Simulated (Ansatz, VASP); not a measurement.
## Two plane-wave programs on HfGe3

INCAR

```
SYSTEM = HfGe3
PREC     = Accurate       ! precision mode
ENCUT    = 600            ! plane-wave cutoff, eV
EDIFF    = 1E-6           ! SCF threshold, eV
ISMEAR   = 0              ! smearing method
SIGMA    = 0.1            ! smearing width, eV
LREAL    = .FALSE.        ! projectors in reciprocal space
LASPH    = .TRUE.         ! aspherical terms in the spheres
NELM     = 100            ! most SCF steps
ALGO     = Normal         ! electronic algorithm
ISIF     = 3              ! what is computed and relaxed
LWAVE    = .FALSE.        ! write WAVECAR
LCHARG   = .FALSE.        ! write CHGCAR
GGA      = PE             ! functional
IBRION   = 2              ! ionic algorithm
NSW      = 90             ! ionic steps
EDIFFG   = -0.04          ! ionic threshold
```

The input KPOINTS:

```
regular mesh
0
G
  4 4 4
  0 0 0
```

POSCAR

```
HfGe3
1.0
    4.7261810983      0.0000000000      0.0000000000
    0.0000000000      5.8788813940      0.0000000000
    0.0000000000      0.0000000000      4.9734237737
Hf Ge
2 6
Direct
    0.0000000000      0.0000000000      0.6700000000
    0.5000000000      0.5000000000      0.3300000000
    0.0000000000      0.2500000000      0.1670000000
    0.0000000000      0.7500000000      0.1670000000
    0.5000000000      0.7500000000      0.8330000000
    0.5000000000      0.2500000000      0.8330000000
    0.5000000000      0.0000000000      0.3300000000
    0.0000000000      0.5000000000      0.6700000000
```

Input for Ansatz:

```yaml
crystal:
  lattice:
    - [4.7261810983, 0.0, 0.0]
    - [0.0, 5.878881394, 0.0]
    - [0.0, 0.0, 4.9734237737]
  atoms:
    - { symbol: Hf, position: [0.0, 0.0, 0.67] }
    - { symbol: Hf, position: [0.5, 0.5, 0.33] }
    - { symbol: Ge, position: [0.0, 0.25, 0.167] }
    - { symbol: Ge, position: [0.0, 0.75, 0.167] }
    - { symbol: Ge, position: [0.5, 0.75, 0.833] }
    - { symbol: Ge, position: [0.5, 0.25, 0.833] }
    - { symbol: Ge, position: [0.5, 0.0, 0.33] }
    - { symbol: Ge, position: [0.0, 0.5, 0.67] }
basis:
  ecutwfc: 420
kpoints:
  mp_grid: { grid: [4, 4, 4] }
hamiltonian:
  xc: pbe
scf:
  occupations: { method: gaussian, width: 0.1 }
  lower_state_search: "off"
output:
  forces: true
  stress: true
  eigenvalues: true
relax:
  adjacent_minimum: "off"
  f_tol: 0.04
  max_steps: 70
  cell: { stress_tol: 0.4 }
```

Alike in both runs: task relaxation of cell and atoms; functional PBE; k mesh 4 × 4 × 4; occupations gaussian, width 0.1 eV; no spin polarisation.

```csv
,VASP,Ansatz
version,VASP 6.6.1,Ansatz 0.2.0
potentials or method,"VASP PAW PBE potentials, release 64 (Hf_pv, Ge_d), cutoff 600 eV","scalar-relativistic, plane waves, PAW"
valence electrons in the cell,104,136
```

```tsv
	VASP	Ansatz	Ansatz less VASP
gap on the k mesh at the Fermi level, each at its own relaxed structure (eV)	none	none	-
relaxed volume (Å³/atom)	18.31	18.37	+0.057
relaxed cell length with the largest relative difference (Å)	5.098	5.105	+0.0071
```

A gap of «none» marks a metal or a gap that the smearing closes. VASP's potentials hold 104 valence electrons a cell and Ansatz's 136, so a difference there can come from the potentials and not from the codes.

Neither program's run includes spin-orbit coupling.
